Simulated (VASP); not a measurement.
Runs of VASP 6.6.1 on MoS2. The cells are those of the table. 

```tsv
cell	gap on the mesh (eV)	pressure (GPa)	largest force (eV/Å)
a = 3.149, b = 3.149, c = 13.630 Å, angles 77.8, 80.6, 60.0°, 6 atoms	none	(a)	5.97
a = 3.149, b = 3.149, c = 13.313 Å, angles 86.6, 88.3, 60.0°, 6 atoms	none	7.9	8.65
a = 3.149, b = 3.149, c = 13.668 Å, angles 77.8, 78.9, 60.0°, 6 atoms	none	4.5	4.92
a = 3.149, b = 3.149, c = 13.620 Å, angles 78.3, 80.0, 60.0°, 6 atoms	none	8.1	8.41
```

Alike in all rows: task single point; level PBE+D3(BJ); potentials or basis VASP PAW PBE potentials, release 64 (Mo_sv, S); no spin polarisation; k mesh 10 × 10 × 2; cutoff (eV) 520; smearing gaussian 0.05 eV.

**Question.** Fill in the values left out.

**Answer.** (a) 6.5.

Caveats: the cell stands under pressure; forces of over 1 eV/Å act on the atoms, so gaps and moduli don't describe the material at rest.

A k mesh can miss the band edges, and the runs leave out spin-orbit coupling on Mo.

A gap of «none» marks levels without a gap at the run's occupations.
